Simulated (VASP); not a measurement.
Runs of VASP 6.6.1 on Al. The structure is that of space group Pm-3m (No. 221), or close to it. The cells are those of the table. 

```tsv
task	cell	k mesh	cutoff (eV)	gap on the mesh (eV)	pressure (GPa)
single point	a = 2.722 Å, 1 atom	13 × 13 × 13	520	none	0.0
single point	a = 2.722 Å, 1 atom	12 × 12 × 12	520	none	0.0
single point	a = 2.758 Å, 1 atom	13 × 13 × 13	520	none	-2.1
single point	a = 2.647 Å, 1 atom	13 × 13 × 13	520	none	5.7
single point	a = 2.685 Å, 1 atom	13 × 13 × 13	520	none	(a)
single point	a = 2.722 Å, 1 atom	6 × 6 × 6	500	none	(b)
single point	a = 2.793 Å, 1 atom	13 × 13 × 13	520	none	-3.7
relaxation of cell and atoms	relaxed from a = 2.617 Å, 1 atom	12 × 12 × 12	600	none	0.0
```

Alike in all rows: level PBE; potentials or basis VASP PAW PBE potentials, release 64 (Al); no spin polarisation; smearing fermi-dirac 0.1 eV.

Problem. Fill in the values left out.

Solution. (a) 2.5; (b) 0.4.

Caveats: some runs use coarse meshes.

A gap of «none» marks levels without a gap at the run's occupations.
